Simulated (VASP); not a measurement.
# Ca3Zn6As6CO in VASP: further runs

Runs on Ca3Zn6As6CO. Level: LDA. Tasks: single point.

Program: VASP 6.6.1. These are calculated values, not measurements. Logs are shortened: lines on timing, memory, paths and dates and some standing lists are left out, and cuts for length are marked.

**1. The cell of the first run**

The cell holds a slab with vacuum, 17 atoms: a = 7.186 Å, b = 7.007 Å, c = 17.149 Å, α = 90.00°, β = 90.00°, γ = 90.00°.

**2. Single point, LDA**

INCAR

```
SYSTEM = Ca3Zn6As6CO
PREC     = Accurate       ! precision mode
ENCUT    = 520            ! plane-wave cutoff, eV
EDIFF    = 1E-7           ! SCF threshold, eV
ISMEAR   = -1             ! smearing method
SIGMA    = 0.1            ! smearing width, eV
LREAL    = Auto         
LASPH    = .True.         ! aspherical terms in the spheres
NELM     = 100            ! most SCF steps
ALGO     = Normal         ! electronic algorithm
ISIF     = 2              ! what is computed and relaxed
LWAVE    = .False.        ! write WAVECAR
LCHARG   = .True.         ! write CHGCAR
LELF     = .True.         ! ELF
LVHAR    = .True.       
NBANDS   = 85             ! bands
```

KPOINTS

```
regular mesh
0
Gamma
  2 2 1
  0 0 0
```

POSCAR

```
Ca3Zn6As6CO
1.0
    7.1855040000      0.0000000000      0.0000000000
    0.0000000000      7.0073420000      0.0000000000
    0.0000000000      0.0000000000     17.1485520000
Ca Zn As C O
3 6 6 1 1
Direct
    0.0000000000      0.0000000000      0.0583139614
    0.4827775477      0.0253876577      0.1603808881
    0.9753386819     -0.0453238903      0.2846187830
    0.3333377867      0.3695267050      0.0583139614
    0.6666616566      0.6304673013      0.0583139614
    0.8032421943      0.3108453962      0.1938297764
    0.2097973921      0.6488622933      0.1924302413
    0.3244587993      0.3731372038      0.2776444332
    0.6056081800      0.5711723504      0.2520212785
    0.3333377867      0.7395100739      0.0583139614
    0.6666616566      0.2604839324      0.0583139614
    0.8578243085      0.7312330410      0.1629408710
    0.1548395213      0.2682329477      0.1638447374
    0.2806483721      0.6740787020      0.3312466265
    0.6216126245      0.2233086383      0.3066148092
    0.7388208259      0.7289211801      0.3993048509
    0.7888381942      0.8811615018      0.3978295077
```

Potentials or basis: VASP PAW LDA potentials, release 64 (Ca_sv, Zn, As, C, O).

Started as:

```bash
> cat potpaw_LDA.64/Ca_sv/POTCAR potpaw_LDA.64/Zn/POTCAR potpaw_LDA.64/As/POTCAR potpaw_LDA.64/C/POTCAR potpaw_LDA.64/O/POTCAR > POTCAR
> mpirun -np 1 vasp_std > vasp.out
```

OUTCAR:

```text
SYSTEM = Ca3Zn6As6CO
   PREC = Accurate
   ENCUT = 520
   EDIFF = 1E-7
   ISMEAR = -1
   LREAL = Auto
   LASPH = .True.
   NELM = 100
   ISIF = 2

 ion  position               nearest neighbor table
   1  0.000  0.000  0.058-  12 2.79  13 2.84  11 3.01  10 3.01
   2  0.483  0.025  0.160-  11 2.74  10 2.87  13 2.91  15 3.03   6 3.10
   3  0.975  0.955  0.285-  17 2.41  12 2.74
   4  0.333  0.370  0.058-  13 2.33  11 2.51  10 2.59   5 3.01
   5  0.667  0.630  0.058-  12 2.37  10 2.51  11 2.59   4 3.01
   6  0.803  0.311  0.194-  15 2.41   9 2.52  11 2.55  13 2.60   2 3.10
   7  0.210  0.649  0.192-  14 2.44  10 2.55   8 2.56  12 2.64  13 2.74
   8  0.324  0.373  0.278-  14 2.32  13 2.42  15 2.43   9 2.49   7 2.56
   9  0.606  0.571  0.252-   8 2.49   6 2.52  15 2.61  12 2.62  14 2.80
  10  0.333  0.740  0.058-   5 2.51   7 2.55   4 2.59   2 2.87   1 3.01
  11  0.667  0.260  0.058-   4 2.51   6 2.55   5 2.59   2 2.74   1 3.01
  12  0.858  0.731  0.163-   5 2.37   9 2.62   7 2.64   3 2.74   1 2.79
  13  0.155  0.268  0.164-   4 2.33   8 2.42   6 2.60   7 2.74   1 2.84   2 2.91
  14  0.281  0.674  0.331-   8 2.32   7 2.44   9 2.80
  15  0.622  0.223  0.307-   6 2.41   8 2.43   9 2.61   2 3.03
  16  0.739  0.729  0.399-  17 1.13
  17  0.789  0.881  0.398-  16 1.13   3 2.41

  LATTYP: Found a simple orthorhombic cell.
 ALAT       =     7.0073420000
 B/A-ratio  =     1.0254250470
 C/A-ratio  =     2.4472263520

  Lattice vectors:

 A1 = (   0.0000000000,  -7.0073420000,   0.0000000000)
 A2 = (   7.1855040000,   0.0000000000,   0.0000000000)
 A3 = (   0.0000000000,   0.0000000000,  17.1485520000)

Analysis of symmetry for initial positions (statically):
=====================================================================
 Subroutine PRICEL returns:
 Original cell was already a primitive cell.

 Routine SETGRP: Setting up the symmetry group for a
 simple orthorhombic supercell.

 Subroutine GETGRP returns: Found  1 space group operations
 (whereof  1 operations were pure point group operations)
 out of a pool of  8 trial point group operations.

The static configuration has the point symmetry C_1 .

Analysis of symmetry for dynamics (positions and initial velocities):
=====================================================================
 Subroutine PRICEL returns:
 Original cell was already a primitive cell.

 Routine SETGRP: Setting up the symmetry group for a
 simple orthorhombic supercell.

 Subroutine GETGRP returns: Found  1 space group operations
 (whereof  1 operations were pure point group operations)
 out of a pool of  8 trial point group operations.

[... 116 lines left out ...]
   ISYM   =      2    0-nonsym 1-usesym 2-fastsym
   POTIM  = 0.5000    time-step for ionic-motion
   TEBEG  =    0.0;   TEEND  =   0.0 temperature during run
   PSTRESS=    0.0 pullay stress
   NELECT =     142.0000    total number of electrons
   NUPDOWN=      -1.0000    fix difference up-down
   EMIN   =  10.00;   EMAX   =-10.00  energy-range for DOS
   EFERMI =   0.00;   METHOD = LEGACY
   ISMEAR =    -1;   SIGMA  =   0.10  broadening in eV -4-tet -1-fermi 0-gaus
   EFERMI_NEDOS =   21; number of points for ismear=-14 and -15
   IALGO  =     38    algorithm
   IMIX   =      4    mixing-type and parameters
     AMIX     =   0.40;   BMIX     =  1.00
     AMIX_MAG =   1.60;   BMIX_MAG =  1.00
  volume/ion in A,a.u.               =      50.79       342.76
  Fermi-wavevector in a.u.,A,eV,Ry     =   0.896929  1.694951 10.945648  0.804482
  Thomas-Fermi vector in A             =   2.019450
   LORBIT       =      0    0 simple, 1 ext, 2 COOP (PROOUT), +10 PAW based schemes
   GGA     = CA    functional components
   LHFCALC =     F    Hartree Fock is set to
   AEXX    =    0.0000 exact exchange contribution
   IVDW    =     0    specifies the selected vdW correction
   LEPSILON=     F    determine dielectric tensor
   LRPA    =     F    only Hartree local field effects (RPA)
 non-spin polarized calculation
  energy-cutoff  :      520.00
  volume of cell :      863.45
 maximum number of plane-waves:     23294
 NGX is ok and might be reduce to    54
   NGX = 27   NGY = 27   NGZ = 63

 number of electron     142.0000031 magnetization

 Free energy of the ion-electron system (eV)
  ---------------------------------------------------
  ext. energy  EPLUGINS =         0.00000000
  ---------------------------------------------------
  free energy    TOTEN  =       -68.55613022 eV

  energy without entropy =      -68.50924938  energy(sigma->0) =      -68.53268980

 E-fermi :  -1.1277     XC(G=0):  -4.8869

 val. band max:       -1.3414868936   @ k =   0.0000   0.0000   0.0000
 cond. band min:      -0.7934914032   @ k =   0.5000   0.5000   0.0000
 fundamental gap:      0.5479954904
 Fermi energy:        -1.1277248844

 k-point     1 :       0.0000    0.0000    0.0000
  band No.  band energies     occupation
      1     -42.3333      2.00000
      2     -42.2790      2.00000
      3     -41.2071      2.00000
      4     -27.3272      2.00000
      5     -23.7184      2.00000
      6     -23.7085      2.00000
[... 333 lines left out ...]
     82       1.3092      0.00000
     83       1.3868      0.00000
 [bands above 83 left out]

------------------------ aborting loop because EDIFF is reached ----------------------------------------

  FORCE on cell =-STRESS in cart. coord.  units (eV):
  Direction    XX          YY          ZZ          XY          YZ          ZX
  --------------------------------------------------------------------------------------
  -------------------------------------------------------------------------------------
  Total       -9.9419524     -2.8036492     -0.3086663      5.8828303      1.1413451      2.8884379
  in kB      -18.4477862     -5.2023103     -0.5727456     10.9158836      2.1178225      5.3596399
  external PRESSURE =      -8.0742807 kB  Pullay stress =       0.0000000 kB

 VOLUME and BASIS-vectors are now :
 -----------------------------------------------------------------------------
  energy-cutoff  :      520.00
  volume of cell :      863.45
      direct lattice vectors                 reciprocal lattice vectors
     7.185504000  0.000000000  0.000000000     0.139169083  0.000000000  0.000000000
     0.000000000  7.007342000  0.000000000     0.000000000  0.142707463  0.000000000
     0.000000000  0.000000000 17.148552000     0.000000000  0.000000000  0.058313961

 POSITION                                       TOTAL-FORCE (eV/Angst)
 -----------------------------------------------------------------------------------
      0.00000      0.00000      1.00000        -0.073270      0.082238     -0.065385
      3.46900      0.17790      2.75030         0.155544     -0.591691      0.549335
      7.00830      6.68974      4.88080         0.218655      0.586510      0.004427
      2.39520      2.58940      1.00000         1.052818      1.060562     -0.088475
      4.79030      4.41790      1.00000        -0.890106     -0.941466      0.407456
      5.77170      2.17820      3.32390         0.355148      0.029512     -0.875806
[... 9 lines left out ...]
      5.30880      5.10780      6.84750        -1.226301     -3.052663      0.010440
      5.66820      6.17460      6.82220         1.078006      2.711808      0.091444
 -----------------------------------------------------------------------------------
    total drift:                               -0.008453     -0.014830      0.008126

  FREE ENERGIE OF THE ION-ELECTRON SYSTEM (eV)
  ---------------------------------------------------
  free  energy   TOTEN  =       -68.5561302218 eV

  energy  without entropy=      -68.5092493808  energy(sigma->0) =      -68.53268980
```

It took 10 min on 1 thread of Intel Xeon Platinum 8488C (Sapphire Rapids), shared host; peak memory 0.73 GiB.

What came out:

| Quantity | Value |
| --- | --- |
| Free energy | -68.5561 eV |
| Largest force | 3.290 eV/Å |
| Band gap on the k mesh | 0.55 eV, indirect (the least direct gap lies 3.8 meV higher) |

Forces in eV/Å, atoms in the order of the input:
```
Ca  -0.073  0.082 -0.065
Ca   0.156 -0.592  0.549
Ca   0.219  0.587  0.004
Zn   1.053  1.061 -0.088
Zn  -0.890 -0.941  0.407
Zn   0.355  0.030 -0.876
Zn  -0.314  0.134 -0.784
Zn   0.139 -0.776  0.183
Zn   0.156  0.447  0.505
As   0.000 -0.817 -0.126
As   0.031  0.997 -0.661
As  -0.370 -0.273  0.633
As  -1.328 -0.614  0.896
As   0.572  0.604 -0.465
As   0.444  0.413 -0.213
C   -1.226 -3.053  0.010
O    1.078  2.712  0.091
```

Caveat: the k points lie up to 0.45 Å⁻¹ apart.

**3. Single point, LDA**

INCAR

```
ALGO     = Normal         # electronic algorithm
EDIFF    = 1E-7           # SCF threshold, eV
ENCUT    = 520            # plane-wave cutoff, eV
GGA      = CA             # functional
ISIF     = 2              # what is computed and relaxed
ISMEAR   = -1             # smearing method
LASPH    = T              # aspherical terms in the spheres
LCHARG   = F              # write CHGCAR
LREAL    = Auto         
LWAVE    = F              # write WAVECAR
NBANDS   = 85             # bands
NELM     = 80             # most SCF steps
PREC     = Accurate       # precision mode
SIGMA    = 0.1            # smearing width, eV
```

KPOINTS

```
k-points
0
Gamma
  2 2 1
```

POSCAR

```
Ca3Zn6As6CO
1.0
    7.1855040000      0.0000000000      0.0000000000
    0.0000000000      7.0073420000      0.0000000000
    0.0000000000      0.0000000000     17.1485520000
Ca Zn As C O
3 6 6 1 1
Direct
    0.0000000000      0.0000000000      0.0583140000
    0.4966794731      0.0012284672      0.1770086912
    0.9949023703     -0.0076017511      0.2852832276
    0.3333333000      0.3695335000      0.0583140000
    0.6666667000      0.6304665000      0.0583140000
    0.8108564105      0.3535348941      0.1807897693
    0.1853802096      0.6478528363      0.1791799059
    0.3681716874      0.3966038653      0.2682862413
    0.6566443707      0.6243826810      0.2803086749
    0.3333333000      0.7395112000      0.0583140000
    0.6666667000      0.2604888000      0.0583140000
    0.8486896848      0.7425056856      0.1693711726
    0.1489413422      0.2575540678      0.1720361003
    0.3325339760      0.7327301776      0.3047124948
    0.6692422645      0.2730674076      0.3067986615
    0.7653485379      0.7540654431      0.3788179090
    0.7526811789      0.7609121405      0.4450953094
```

Potentials or basis: VASP PAW LDA potentials, release 64 (Ca_sv, Zn, As, C, O).

Started as:

```bash
> cat potpaw_LDA.64/Ca_sv/POTCAR potpaw_LDA.64/Zn/POTCAR potpaw_LDA.64/As/POTCAR potpaw_LDA.64/C/POTCAR potpaw_LDA.64/O/POTCAR > POTCAR
> mpirun -np 1 vasp_std > vasp.out
```

Wall time 14 min (1 thread of Oxide Virtual Turin-like, shared host); peak memory 0.69 GiB.

The run converged. Its results:

```yaml
Free_energy: -70.4495 eV
Largest_force: 1.351 eV/Å
Band_gap_on_the_k_mesh: 0.46 eV, indirect (least direct gap 0.66 eV)
```

Forces on the atoms (eV/Å):
```
Ca   0.011  0.049  0.041
Ca  -0.004  0.007 -0.004
Ca   0.000  0.008  0.031
Zn   0.794  0.796  0.682
Zn  -0.847 -0.856  0.614
Zn   0.005  0.016 -0.010
Zn  -0.013 -0.003  0.007
Zn  -0.013 -0.020  0.017
Zn   0.006  0.007 -0.003
As   0.232 -0.564 -0.787
As  -0.185  0.579 -0.691
As  -0.005 -0.002  0.003
As  -0.001 -0.023 -0.001
As  -0.020  0.045  0.032
As   0.027 -0.028  0.049
C    0.091 -0.049 -1.038
O   -0.078  0.040  1.060
```

Levels at points of the mesh, in eV from the valence-band top:
| k point | band 68 | band 69 | band 70 | band 71 | band 72 | band 73 | band 74 | band 75 |
| --- | --- | --- | --- | --- | --- | --- | --- | --- |
| (0.00, 0.00, 0.00) | -0.91 | -0.60 | -0.51 | 0.00 | 0.66 | 0.88 | 1.11 | 1.54 |
| (0.50, 0.00, 0.00) | -0.90 | -0.78 | -0.72 | -0.47 | 0.51 | 0.91 | 1.17 | 1.36 |
| (0.00, 0.50, 0.00) | -0.83 | -0.81 | -0.56 | -0.28 | 0.60 | 0.69 | 1.03 | 1.36 |
| (0.50, 0.50, 0.00) | -0.85 | -0.76 | -0.68 | -0.49 | 0.46 | 0.85 | 0.93 | 1.17 |

Caveat: the k points lie up to 0.45 Å⁻¹ apart.

**4. Single point, LDA**

INCAR

```
  ALGO = Normal
  EDIFF = 1E-6
  ENCUT = 520
  ISIF = 2
  ISMEAR = -1
  LASPH = T
  LCHARG = F
  LREAL = Auto
  LWAVE = F
  NBANDS = 85
  NELM = 80
  PREC = Accurate
  SIGMA = 0.1
```

KPOINTS is that of step 3.

POSCAR

```
Ca3Zn6As6CO
1.0
    7.1855040000      0.0000000000      0.0000000000
    0.0000000000      7.0073420000      0.0000000000
    0.0000000000      0.0000000000     17.1485520000
Ca Zn As C O
3 6 6 1 1
Direct
    0.0000000000      0.0000000000      0.0583139614
    0.5026508927     -0.0089477579      0.1777701114
    1.0008344578      0.0085624478      0.2873770333
    0.3333377867      0.3695267050      0.0583139614
    0.6666616566      0.6304673013      0.0583139614
    0.8091847141      0.3679854644      0.1781783092
    0.1861803988      0.6614348208      0.1871761534
    0.3685475647      0.3886923173      0.2733525256
    0.6698764624      0.6321512494      0.2811432709
    0.3333377867      0.7395100739      0.0583139614
    0.6666616566      0.2604839324      0.0583139614
    0.8603432689      0.7447188963      0.1681133194
    0.1647066093      0.2619110071      0.1775543498
    0.3343676380      0.7211293526      0.3112682633
    0.6678445938      0.2567735384      0.3057342684
    0.7811978116      0.7338303168      0.3880502564
    0.7374708858      0.7506555267      0.4511867824
```

Started as:

```bash
> cat potpaw_LDA.64/Ca_sv/POTCAR potpaw_LDA.64/Zn/POTCAR potpaw_LDA.64/As/POTCAR potpaw_LDA.64/C/POTCAR potpaw_LDA.64/O/POTCAR > POTCAR
> mpirun -np 1 vasp_std > vasp.out
```

Wall time 13 min (1 thread of Oxide Virtual Turin-like, shared host); peak memory 0.69 GiB.

Results (log left out):

| Item | Value |
| --- | --- |
| Free energy | -70.1301 eV |
| Largest force | 1.934 eV/Å |
| Band gap on the k mesh | 0.42 eV, indirect (least direct gap 0.53 eV) |

Forces on the atoms (eV/Å):
```
Ca   0.190  0.350  0.129
Ca  -0.015  0.251  0.033
Ca  -0.096 -0.192  0.036
Zn   0.804  0.823  0.822
Zn  -0.829 -0.822  0.574
Zn   0.178 -0.289  0.383
Zn   0.379 -0.215 -0.454
Zn   0.414  0.223  0.197
Zn  -0.281 -0.454  0.144
As   0.148 -0.682 -0.409
As  -0.103  0.521 -0.723
As  -0.433 -0.046  0.384
As  -0.787 -0.244 -0.708
As   0.264  0.231  0.041
As   0.261  0.517 -0.148
C    0.152 -0.049 -1.928
O   -0.245  0.078  1.627
```

Levels at points of the mesh, in eV from the valence-band top:
```csv
k point,band 69,band 70,band 71,band 72,band 73,band 74
"(0.00, 0.00, 0.00)",-0.63,-0.54,0.00,0.53,0.90,1.01
"(0.50, 0.00, 0.00)",-0.79,-0.75,-0.46,0.42,0.85,1.09
"(0.00, 0.50, 0.00)",-0.83,-0.54,-0.31,0.61,0.73,0.88
"(0.50, 0.50, 0.00)",-0.77,-0.68,-0.48,0.51,0.68,1.00
```

Caveat: the k points lie up to 0.45 Å⁻¹ apart.

**5. Single point, LDA**

INCAR

```
SYSTEM = Ca3Zn6As6CO
ALGO = Normal
EDIFF = 1E-6
ENCUT = 520
GGA = CA
ISIF = 2
ISMEAR = -1
LASPH = .True.
LCHARG = .False.
LREAL = Auto
LWAVE = .False.
NBANDS = 85
NELM = 100
PREC = Accurate
SIGMA = 0.1
```

KPOINTS

```
k-points
0
Gamma
  2 2 1
  0 0 0
```

POSCAR

```
Ca3Zn6As6CO
1.0
    7.1855040000      0.0000000000      0.0000000000
    0.0000000000      7.0073420000      0.0000000000
    0.0000000000      0.0000000000     17.1485520000
Ca Zn As C O
3 6 6 1 1
Direct
    0.0000000000      0.0000000000      0.0583139614
    0.5041678357      0.0041385164      0.1727551108
    1.0019060598     -0.0079916179      0.2932200923
    0.3333377867      0.3695267050      0.0583139614
    0.6666616566      0.6304673013      0.0583139614
    0.8217934330      0.3756631259      0.1775601812
    0.1945166268      0.6511313420      0.1837123041
    0.3555770062      0.4032770200      0.2782917182
    0.6722005861      0.6056219320      0.2757142411
    0.3333377867      0.7395100739      0.0583139614
    0.6666616566      0.2604839324      0.0583139614
    0.8578103916      0.7541804011      0.1783474197
    0.1507618672      0.2745263468      0.1659032203
    0.3585969752      0.7297346126      0.3117406064
    0.6683734363      0.2648793223      0.3141373103
    0.7479920685      0.7780125474      0.3829244592
    0.7456540279      0.7267948389      0.4455944735
```

Started as:

```bash
> cat potpaw_LDA.64/Ca_sv/POTCAR potpaw_LDA.64/Zn/POTCAR potpaw_LDA.64/As/POTCAR potpaw_LDA.64/C/POTCAR potpaw_LDA.64/O/POTCAR > POTCAR
> mpirun -np 1 vasp_std > vasp.out
```

It took 13 min on 1 thread of Oxide Virtual Turin-like, shared host; peak memory 0.69 GiB.

Results (log left out):

```
Free energy            : -69.9030 eV
Largest force          : 1.973 eV/Å
Band gap on the k mesh : 0.53 eV, direct
```

Forces on the atoms (eV/Å):
```
Ca   0.015  0.030  0.181
Ca  -0.073  0.056  0.399
Ca  -0.028  0.273 -0.044
Zn   1.059  0.912  0.285
Zn  -0.679 -0.722  0.831
Zn  -0.241 -0.481  0.239
Zn   0.141  0.126  0.026
Zn   0.471 -0.571 -0.206
Zn  -0.385 -0.033  0.510
As   0.259 -0.469 -0.586
As  -0.071  0.786 -0.616
As   0.002 -0.084 -0.910
As  -0.193 -0.493  0.915
As  -0.471  0.511 -0.296
As  -0.030  0.156 -0.721
C    0.411  0.343 -1.899
O   -0.188 -0.340  1.894
```

Levels at points of the mesh, in eV from the valence-band top:
```tsv
k point	band 69	band 70	band 71	band 72	band 73	band 74
(0.00, 0.00, 0.00)	-0.65	-0.51	0.00	0.53	0.84	1.16
(0.50, 0.00, 0.00)	-0.86	-0.75	-0.42	0.72	0.78	1.20
(0.00, 0.50, 0.00)	-0.83	-0.59	-0.30	0.53	0.69	1.09
(0.50, 0.50, 0.00)	-0.79	-0.74	-0.44	0.60	0.93	1.05
```

Caveat: the k points lie up to 0.45 Å⁻¹ apart.
